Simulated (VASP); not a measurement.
Set up this calculation in VASP 6.6.1, as the native input.

```yaml
Task: single point
Functional: PBE
Potentials_or_basis: VASP PAW PBE potentials, release 64 (Y_sv, Ta_pv, I)
Cutoff: 520 eV
k_mesh: 4 × 4 × 2
Occupations: gaussian, width 0.1 eV
Spin: no spin polarisation
Dipole_correction: no
Further_INCAR_settings: ALGO = Normal; EDIFF = 1e-07; NBANDS = 42
```

The structure of YTaI6 lies in POSCAR:

```
YTaI6
1.0
    5.8250291952      0.0000000000      0.0000000000
    0.0000000000      5.8250291952      0.0000000000
    0.0000000000      0.0000000000     11.6608160443
Y Ta I
1 1 6
Direct
    0.0000000000      0.0000000000      0.0000000000
    0.0000000000      0.0000000000      0.5000000000
    0.5000000000      0.0000000000      0.0000000000
    0.0000000000      0.5000000000      0.0000000000
    0.0000000000      0.0000000000      0.2600919751
    0.5000000000      0.0000000000      0.5000000000
    0.0000000000      0.5000000000      0.5000000000
    0.0000000000      0.0000000000      0.7399080249
```

The input as run:

INCAR

```
ALGO = Normal
EDIFF = 1E-7
ENCUT = 520
GGA = PE
ISIF = 2
ISMEAR = 0
LASPH = True
LCHARG = False
LREAL = False
LWAVE = False
NBANDS = 42
NELM = 100
PREC = Accurate
SIGMA = 0.1
```

KPOINTS

```
k-points
0
Gamma
  4 4 2
```

Potentials or basis: VASP PAW PBE potentials, release 64 (Y_sv, Ta_pv, I).

Command:

```console
$ cat potpaw_PBE.64/Y_sv/POTCAR potpaw_PBE.64/Ta_pv/POTCAR potpaw_PBE.64/I/POTCAR > POTCAR
$ mpirun -np 1 vasp_std > vasp.out
```

It gave:

```json
{
 "Pressure": "0.0 GPa",
 "Largest force": "0.005 eV/Å",
 "Band gap on the k mesh": "zero (band 32 reaches 2.67 eV, above the bottom of band 33 at 1.69 eV)"
}
```

Caveat: spin-orbit coupling is left out, which moves the levels of the heavy elements.

Wall time 2.3 min on 1 thread of Intel(R) Xeon(R) 6975P-C (Granite Rapids), on a shared host, peak memory 0.6 GiB.
